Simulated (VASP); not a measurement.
# Rb4O (I-43m) in VASP: notebook

The runs below take Rb4O through relaxation of cell and atoms, single point, with PBE.

Program: VASP 6.6.1. These are calculated values, not measurements. Logs are shortened: lines on timing, memory, paths and dates and some standing lists are left out, and cuts for length are marked.

### Step 1. The cell of the first run

The structure is cubic, space group I-43m (No. 217). The conventional cell has a = 7.438 Å, b = 7.438 Å, c = 7.438 Å, α = 90.00°, β = 90.00°, γ = 90.00°. Within 3.1 Å of Rb (site symmetry 3m) lie 1 O at 2.38 Å. Within 3.1 Å of O (site symmetry -43m) lie 4 Rb at 2.38 Å.

### Step 2. Relaxation of cell and atoms, PBE

Contents of INCAR:

```
SYSTEM = Rb4O
PREC = Accurate
ENCUT = 600
EDIFF = 1E-6
ISMEAR = 0
SIGMA = 0.1
LREAL = .False.
LASPH = .True.
NELM = 100
ALGO = Normal
ISIF = 3
LWAVE = .False.
LCHARG = .False.
GGA = PE
IBRION = 2
NSW = 90
EDIFFG = -0.04
```

Contents of KPOINTS:

```
regular mesh
0
Gamma
  4 4 4
  0 0 0
```

Contents of POSCAR:

```
Rb4O
1.0
   -3.7189629200      3.7189629200      3.7189629200
    3.7189629200     -3.7189629200      3.7189629200
    3.7189629200      3.7189629200     -3.7189629200
Rb O
4 1
Direct
    0.0000000000      0.6305807800      0.0000000000
    0.3694192200      0.3694192200      0.3694192200
    0.0000000000      0.0000000000      0.6305807800
    0.6305807800      0.0000000000      0.0000000000
    0.0000000000      0.0000000000      0.0000000000
```

Potentials or basis: VASP PAW PBE potentials, release 64 (Rb_sv, O).

Command:

```
$ cat potpaw_PBE.64/Rb_sv/POTCAR potpaw_PBE.64/O/POTCAR > POTCAR
$ mpirun -np 1 vasp_std > vasp.out
```

OUTCAR:

```text
SYSTEM = Rb4O
   PREC = Accurate
   ENCUT = 600
   EDIFF = 1E-6
   ISMEAR = 0
   LREAL = .False.
   LASPH = .True.
   NELM = 100
   ISIF = 3
   GGA = PE
   IBRION = 2
   NSW = 90
   EDIFFG = -0.04

 ion  position               nearest neighbor table
   1  0.000  0.631  0.000-   5 2.38   2 3.89   4 3.89   3 3.89   4 3.96   3 3.96   2 3.96   3 3.96
                             4 3.96   2 3.96   3 5.44   3 5.44   4 5.44   2 5.44   2 5.44   4 5.44
   2  0.369  0.369  0.369-   5 2.38   1 3.89   4 3.89   3 3.89   3 3.96   4 3.96   3 3.96   1 3.96
                             4 3.96   1 3.96   1 5.44   3 5.44   4 5.44   1 5.44   4 5.44   3 5.44
   3  0.000  0.000  0.631-   5 2.38   1 3.89   4 3.89   2 3.89   2 3.96   4 3.96   1 3.96   1 3.96
                             4 3.96   2 3.96   1 5.44   4 5.44   4 5.44   2 5.44   1 5.44   2 5.44
   4  0.631  0.000  0.000-   5 2.38   2 3.89   3 3.89   1 3.89   2 3.96   3 3.96   1 3.96   2 3.96
                             1 3.96   3 3.96   3 5.44   1 5.44   3 5.44   2 5.44   1 5.44   2 5.44
   5  0.000  0.000  0.000-   1 2.38   2 2.38   3 2.38   4 2.38

  LATTYP: Found a body centered cubic cell.
 ALAT       =     7.4379258400

  Lattice vectors:

 A1 = (  -3.7189629200,   3.7189629200,   3.7189629200)
 A2 = (   3.7189629200,  -3.7189629200,   3.7189629200)
 A3 = (   3.7189629200,   3.7189629200,  -3.7189629200)

Analysis of symmetry for initial positions (statically):
=====================================================================
 Subroutine PRICEL returns:
 Original cell was already a primitive cell.

 Routine SETGRP: Setting up the symmetry group for a
 body centered cubic supercell.

 Subroutine GETGRP returns: Found 24 space group operations
 (whereof 24 operations were pure point group operations)
 out of a pool of 48 trial point group operations.

The static configuration has the point symmetry T_d .

Analysis of symmetry for dynamics (positions and initial velocities):
=====================================================================
 Subroutine PRICEL returns:
 Original cell was already a primitive cell.

 Routine SETGRP: Setting up the symmetry group for a
 body centered cubic supercell.

 Subroutine GETGRP returns: Found 24 space group operations
 (whereof 24 operations were pure point group operations)
 out of a pool of 48 trial point group operations.

The dynamic configuration has the point symmetry T_d .

 Subroutine INISYM returns: Found 24 space group operations
 (whereof 24 operations are pure point group operations),
 and found     1 'primitive' translations

----------------------------------------------------------------------------------------

                                     Primitive cell

  volume of cell :     205.7432

  direct lattice vectors                    reciprocal lattice vectors
    -3.718962920  3.718962920  3.718962920     0.000000000  0.134446084  0.134446084
     3.718962920 -3.718962920  3.718962920     0.134446084  0.000000000  0.134446084
     3.718962920  3.718962920 -3.718962920     0.134446084  0.134446084  0.000000000

  length of vectors
     6.441432729  6.441432729  6.441432729     0.190135475  0.190135475  0.190135475

  position of ions in fractional coordinates (direct lattice)
     0.000000000  0.630580780  0.000000000
     0.369419220  0.369419220  0.369419220
     0.000000000  0.000000000  0.630580780
     0.630580780  0.000000000  0.000000000
     0.000000000  0.000000000  0.000000000

  ion indices of the primitive-cell ions
   primitive index   ion index
                 1           1
                 2           2
                 3           3
                 4           4
                 5           5

----------------------------------------------------------------------------------------

 KPOINTS: regular mesh

Automatic generation of k-mesh.
 Grid dimensions read from file:
 generate k-points for:    4    4    4

 Generating k-lattice:

  Cartesian coordinates                     Fractional coordinates (reciprocal lattice)
     0.000000000  0.033611521  0.033611521     0.250000000  0.000000000  0.000000000
     0.033611521  0.000000000  0.033611521     0.000000000  0.250000000  0.000000000
     0.033611521  0.033611521  0.000000000     0.000000000  0.000000000  0.250000000

  Length of vectors
     0.047533869  0.047533869  0.047533869

  Shift w.r.t. Gamma in fractional coordinates (k-lattice)
     0.000000000  0.000000000  0.000000000

 Subroutine IBZKPT returns following result:
 ===========================================

 Found      8 irreducible k-points:

 Following reciprocal coordinates:
            Coordinates               Weight
  0.000000  0.000000  0.000000      1.000000
  0.250000  0.000000  0.000000     12.000000
  0.500000  0.000000  0.000000      6.000000
  0.250000  0.250000  0.000000     24.000000
  0.250000  0.250000  0.250000      2.000000
 -0.250000  0.250000  0.250000      6.000000
  0.500000  0.500000  0.250000     12.000000
  0.500000  0.500000  0.500000      1.000000
   k-points           NKPTS =      8   k-points in BZ     NKDIM =      8   number of bands    NBANDS=     25
   number of dos      NEDOS =    301   number of ions     NIONS =      5
   total plane-waves  NPLWV = 157464
   dimension x,y,z NGX =    54 NGY =   54 NGZ =   54
   dimension x,y,z NGXF=   108 NGYF=  108 NGZF=  108
   ions per type =               4   1
   NGX,Y,Z   is equivalent  to a cutoff of  13.94, 13.94, 13.94 a.u.
   NGXF,Y,Z  is equivalent  to a cutoff of  27.87, 27.87, 27.87 a.u.
 SYSTEM =  Rb4O
   PREC   = accura    normal or accurate (medium, high low for compatibility)
   ISTART =      0    job   : 0-new  1-cont  2-samecut
   ICHARG =      2    charge: 1-file 2-atom 10-const
   ISPIN  =      1    spin polarized calculation?
   LNONCOLLINEAR =      F non collinear calculations
   LSORBIT =      F    spin-orbit coupling
   LASPH  =      T    aspherical Exc in radial PAW
   ENCUT  =  600.0 eV  44.10 Ry    6.64 a.u.  12.87 12.87 12.87*2*pi/ulx,y,z
   NELM   =    100;   NELMIN=  2; NELMDL= -5     # of ELM steps
   EDIFF  = 0.1E-05   stopping-criterion for ELM
   LREAL  =      F    real-space projection
   EDIFFG = -.4E-01   stopping-criterion for IOM
   NSW    =     90    number of steps for IOM
   IBRION =      2    ionic relax: 0-MD 1-quasi-New 2-CG
   NFREE  =      1    steps in history (QN), initial steepest desc. (CG)
   ISIF   =      3    stress and relaxation
   ISYM   =      2    0-nonsym 1-usesym 2-fastsym
   POTIM  = 0.5000    time-step for ionic-motion
   TEBEG  =    0.0;   TEEND  =   0.0 temperature during run
   PSTRESS=    0.0 pullay stress
   NELECT =      42.0000    total number of electrons
   NUPDOWN=      -1.0000    fix difference up-down
   EMIN   =  10.00;   EMAX   =-10.00  energy-range for DOS
   EFERMI =   0.00;   METHOD = LEGACY
   ISMEAR =     0;   SIGMA  =   0.10  broadening in eV -4-tet -1-fermi 0-gaus
   EFERMI_NEDOS =   21; number of points for ismear=-14 and -15
   IALGO  =     38    algorithm
   IMIX   =      4    mixing-type and parameters
     AMIX     =   0.40;   BMIX     =  1.00
     AMIX_MAG =   1.60;   BMIX_MAG =  1.00
  volume/ion in A,a.u.               =      41.15       277.68
  Fermi-wavevector in a.u.,A,eV,Ry     =   0.963939  1.821580 12.642232  0.929178
  Thomas-Fermi vector in A             =   2.093527
   LORBIT       =      0    0 simple, 1 ext, 2 COOP (PROOUT), +10 PAW based schemes
   GGA     = PE    functional components
   LHFCALC =     F    Hartree Fock is set to
   AEXX    =    0.0000 exact exchange contribution
   IVDW    =     0    specifies the selected vdW correction
   LEPSILON=     F    determine dielectric tensor
   LRPA    =     F    only Hartree local field effects (RPA)
 conjugate gradient relaxation of ions
 non-spin polarized calculation
 Gauss-broadening in eV      SIGMA  =   0.10
  energy-cutoff  :      600.00
  volume of cell :      205.74
 maximum number of plane-waves:      6894
 NGX is ok and might be reduce to    54
   NGX = 25   NGY = 25   NGZ = 25

--------------------------------------- Ionic step        1  -------------------------------------------

 number of electron      41.9999996 magnetization

 Free energy of the ion-electron system (eV)
  ---------------------------------------------------
  ext. energy  EPLUGINS =         0.00000000
  ---------------------------------------------------
  free energy    TOTEN  =       -10.48684054 eV

  energy without entropy =      -10.47278986  energy(sigma->0) =      -10.47981520

------------------------ aborting loop because EDIFF is reached ----------------------------------------

  FORCE on cell =-STRESS in cart. coord.  units (eV):
  Direction    XX          YY          ZZ          XY          YZ          ZX
  --------------------------------------------------------------------------------------
  -------------------------------------------------------------------------------------
  Total        5.9742760      5.9742760      5.9742760      0.0000000     -0.0000000     -0.0000000
  in kB       46.5232801     46.5232801     46.5232801      0.0000000     -0.0000000     -0.0000000
  external PRESSURE =      46.5232801 kB  Pullay stress =       0.0000000 kB
[... 98 lines left out ...]
  FREE ENERGIE OF THE ION-ELECTRON SYSTEM (eV)
  ---------------------------------------------------
  free  energy   TOTEN  =       -11.1962877287 eV

  energy  without entropy=      -11.1815048855  energy(sigma->0) =      -11.18889631

[... ionic steps 4 to 7 ...]

--------------------------------------- Ionic step        8  -------------------------------------------

 number of electron      42.0000004 magnetization

------------------------ aborting loop because EDIFF is reached ----------------------------------------

  FORCE on cell =-STRESS in cart. coord.  units (eV):
  Direction    XX          YY          ZZ          XY          YZ          ZX
  --------------------------------------------------------------------------------------
  -------------------------------------------------------------------------------------
  Total       -0.0274268     -0.0274268     -0.0274268      0.0000000      0.0000000      0.0000000
  in kB       -0.1484380     -0.1484380     -0.1484380      0.0000000      0.0000000      0.0000000
  external PRESSURE =      -0.1484380 kB  Pullay stress =       0.0000000 kB
[... 63 lines left out ...]
  energy  without entropy=      -11.4001386727  energy(sigma->0) =      -11.40859543

--------------------------------------- Ionic step       10  -------------------------------------------

 number of electron      41.9999993 magnetization

 Free energy of the ion-electron system (eV)
  ---------------------------------------------------
  ext. energy  EPLUGINS =         0.00000000
  ---------------------------------------------------
  free energy    TOTEN  =       -11.42561945 eV

  energy without entropy =      -11.40937592  energy(sigma->0) =      -11.41749768

 E-fermi :   0.1441     XC(G=0):  -5.6548

 val. band max:        0.1223899311   @ k =   0.5000   0.5000   0.2500
 cond. band min:       0.2309099971   @ k =   0.5000   0.5000   0.2500
 fundamental gap:      0.1085200660
 Fermi energy:         0.1441122652

 k-point     1 :       0.0000    0.0000    0.0000
  band No.  band energies     occupation
      1     -28.0117      2.00000
      2     -27.9843      2.00000
      3     -27.9843      2.00000
      4     -27.9843      2.00000
      5     -15.9025      2.00000
      6     -12.2610      2.00000
[... 245 lines left out ...]
  FREE ENERGIE OF THE ION-ELECTRON SYSTEM (eV)
  ---------------------------------------------------
  free  energy   TOTEN  =       -11.4256194458 eV

  energy  without entropy=      -11.4093759182  energy(sigma->0) =      -11.41749768

 reached required accuracy - stopping structural energy minimisation
```

Wall time 12 min (1 thread of Intel Xeon 6975P-C, shared host); peak memory 0.43 GiB.

What came out:

| Item | Value |
| --- | --- |
| Free energy | -11.4256 eV |
| Relaxed volume | 65.13 Å³/atom |
| Relaxed cell | a = 7.507 Å, b = 7.507 Å, c = 7.507 Å, α = 109.47°, β = 109.47°, γ = 109.47° |
| Space group after relaxing (to 0.05 Å) | I-43m (No. 217) |
| Energy gained by relaxing | 187.8 meV/atom |
| Ionic steps | 10 |
| Pressure after relaxing | 0.0 GPa |
| Largest force after relaxing | 0.014 eV/Å |
| Band gap on the k mesh | zero (band 21 reaches 0.66 eV, above the bottom of band 22 at -0.08 eV) |

Forces on the atoms (eV/Å):
```
Rb   0.008 -0.008  0.008
Rb  -0.008 -0.008 -0.008
Rb   0.008  0.008 -0.008
Rb  -0.008  0.008  0.008
O    0.000  0.000  0.000
```

The path:
```
step  energy change (eV)  largest force (eV/Å)  pressure (GPa)  volume (Å³)
   1              0.0000                0.9023            4.65       205.74
   2             -0.6830                0.0479            1.10       243.41
   3             -0.7094                0.4265           -0.33       276.69
   4             -0.7382                0.3122            0.12       263.71
   5             -0.7388                0.2945            0.18       262.02
   6             -0.7594                0.2851            0.15       265.29
   7             -0.8145                0.2537            0.08       275.29
   8             -0.8951                0.1731           -0.01       296.03
   9             -0.9302                0.0714           -0.02       340.59
  10             -0.9388                0.0136           -0.03       325.65
```

Final structure:
```cif
data_structure
_symmetry_space_group_name_H-M 'P 1'
_symmetry_Int_Tables_number 1
_cell_length_a 7.5068
_cell_length_b 7.5068
_cell_length_c 7.5068
_cell_angle_alpha 109.471
_cell_angle_beta 109.471
_cell_angle_gamma 109.471
_cell_volume 325.65
loop_
_atom_site_label
_atom_site_type_symbol
_atom_site_fract_x
_atom_site_fract_y
_atom_site_fract_z
_atom_site_occupancy
Rb1 Rb 0.00000 0.65854 0.00000 1
Rb2 Rb 0.34146 0.34146 0.34146 1
Rb3 Rb 0.00000 0.00000 0.65854 1
Rb4 Rb 0.65854 0.00000 0.00000 1
O1 O 0.00000 0.00000 0.00000 1
```

Caveat: the volume moved by over 15 % at a fixed basis, so the end points are rough.

[end of part 1 of 2]
